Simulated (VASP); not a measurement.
Wanted: the native input for a VASP 6.6.1 run.

```yaml
Task: single point
Functional: PBEsol
Potentials_or_basis: VASP PAW PBE potentials, release 64 (Au)
Cutoff: 520 eV
k_mesh: 22 × 22 × 14
Occupations: gaussian, width 0.15 eV
Spin: no spin polarisation
Dipole_correction: no
Further_INCAR_settings: ALGO = Fast; EDIFF = 1e-07; NBANDS = 18
```

The structure of Au lies in POSCAR:

```
Au
1.0
   -1.6210733944      1.6210733944      1.6210733944
    1.6210733944     -1.6210733944      1.6210733944
    3.2421467888      3.2421467888      0.0000000000
Au
2
Direct
    0.0218098324     -0.0218098324      0.0000000000
    0.4781901676      0.5218098324      0.5000000000
```

This cell differs from its parent crystal: mode 4 (9.3 1/cm) frozen in, largest displacement +0.100 Å.

The input as run:

INCAR

```
  PREC = Accurate
  ENCUT = 520
  EDIFF = 1E-7
  ISMEAR = 0
  SIGMA = 0.15
  LREAL = F
  LASPH = T
  NELM = 80
  ALGO = Fast
  ISIF = 2
  LWAVE = F
  LCHARG = F
  GGA = PS
  NBANDS = 18
```

KPOINTS

```
regular mesh
0
Gamma
  22 22 14
```

Potentials or basis: VASP PAW PBE potentials, release 64 (Au).

Run with:

```sh
$ cat potpaw_PBE.64/Au/POTCAR > POTCAR
$ mpirun -np 1 vasp_std > vasp.out
```

It gave:

```json
{"Pressure": "0.0 GPa", "Largest force": "0.007 eV/Å", "Band gap on the k mesh": "zero (band 11 reaches 13.08 eV, above the bottom of band 12 at 6.62 eV)"}
```

Caveat: the cell differs from its parent crystal (mode 4 (9.3 1/cm) frozen in, largest displacement +0.100 Å); the PAW data sets were made with another functional, which shifts forces and pressure a little; spin-orbit coupling is left out, which moves the levels of the heavy elements.

Run time: 12 min on 1 thread of Intel(R) Xeon(R) Platinum 8375C CPU @ 2.90GHz (Ice Lake), on a shared host, peak memory 0.6 GiB.
